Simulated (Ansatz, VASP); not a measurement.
Sc4Al in VASP and in Ansatz

```
Sc Al
1.0
    -3.53455    3.53455    2.23650
     3.53455   -3.53455    2.23650
     3.53455    3.53455   -2.23650
Sc Al
4 1
Cartesian
  -0.7666 2.1268 2.2365
  1.4077 2.7679 0.0000
  2.1268 0.7666 2.2365
  4.3012 1.4077 0.0000
  0.0000 0.0000 0.0000
```

Alike in both runs: functional PBE; k mesh 10 × 10 × 10; occupations gaussian, width 0.1 eV; no spin polarisation.

Ansatz relaxed the structure, and its values are those at the end. VASP's run is a single point on that final structure, the one shown.

|  | VASP | Ansatz |
| --- | --- | --- |
| version | VASP 6.6.1 | Ansatz 0.2.0 |
| potentials or method | VASP PAW PBE potentials, release 64 (Sc_sv, Al), cutoff 520 eV | scalar-relativistic, plane waves, PAW |
| valence electrons in the cell | 47 | 47 |

|  | VASP | Ansatz | Ansatz less VASP |
| --- | --- | --- | --- |
| gap on the k mesh at the Fermi level (eV) | none | none | - |
| pressure (GPa) | 0.1 | 0.0 | -0.05 |

A gap of «none» marks a metal or a gap that the smearing closes. The functional is the same, so the differences come from potentials, cutoffs and numerics.
